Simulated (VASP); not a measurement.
Here is a VASP 6.6.1 calculation.

INCAR

```
SYSTEM = TaN
PREC     = Accurate       ! precision mode
ENCUT    = 600            ! plane-wave cutoff, eV
EDIFF    = 1E-7           ! SCF threshold, eV
ISMEAR   = 0              ! smearing method
SIGMA    = 0.1            ! smearing width, eV
LREAL    = .FALSE.        ! projectors in reciprocal space
LASPH    = .TRUE.         ! aspherical terms in the spheres
NELM     = 100            ! most SCF steps
ALGO     = Normal         ! electronic algorithm
ISIF     = 3              ! what is computed and relaxed
LWAVE    = .FALSE.        ! write WAVECAR
LCHARG   = .FALSE.        ! write CHGCAR
GGA      = PE             ! functional
IVDW     = 12             ! dispersion correction
IBRION   = 2              ! ionic algorithm
NSW      = 100            ! ionic steps
EDIFFG   = -0.05          ! ionic threshold
```

File KPOINTS:

```
Automatic mesh
0
G
  6 6 4
  0 0 0
```

The input POSCAR:

```
TaN
1.0
    3.0500010905      0.0000000000      0.0000000000
   -1.5250005453      2.6413784260      0.0000000000
    0.0000000000      0.0000000000      4.9400000000
Ta N
2 2
Direct
    0.3333333333      0.6666666667      0.0000000000
    0.6666666667      0.3333333333      0.5000000000
    0.3333333333      0.6666666667      0.3850000000
    0.6666666667      0.3333333333      0.8850000000
```

Potentials or basis: VASP PAW PBE potentials, release 64 (Ta_pv, N).

Command:

```console
$ cat potpaw_PBE.64/Ta_pv/POTCAR potpaw_PBE.64/N/POTCAR > POTCAR
$ mpirun -np 1 vasp_std > vasp.out
```

Problem. What does it give for the band gap on the k mesh?

Solution. Zero (band 16 reaches 6.81 eV, above the bottom of band 17 at 6.70 eV).

Problem. Predict the space group after relaxing (to 0.05 Å).

Solution. P6_3mc (No. 186).

Problem. Predict the relaxed volume.

Solution. 12.86 Å³/atom.

Forces in eV/Å, atoms in the order of the input:
```
Ta   0.000  0.000  0.018
Ta   0.000  0.000  0.018
N    0.000  0.000 -0.018
N    0.000  0.000 -0.018
```

Caveat: the k points lie up to 0.39 Å⁻¹ apart in the final cell; the volume moved by over 15 % at a fixed basis, so the end points are rough; spin-orbit coupling is left out, which moves the levels of the heavy elements; the volume moved by +29 % from the deposited cell, more than functionals usually miss; pairwise dispersion overbinds metals, which lowers pressure and volume; the relaxation stopped at a loose force limit of 0.05 eV/Å, so its end isn't a converged minimum. Zero-point motion and thermal expansion aren't in these numbers.
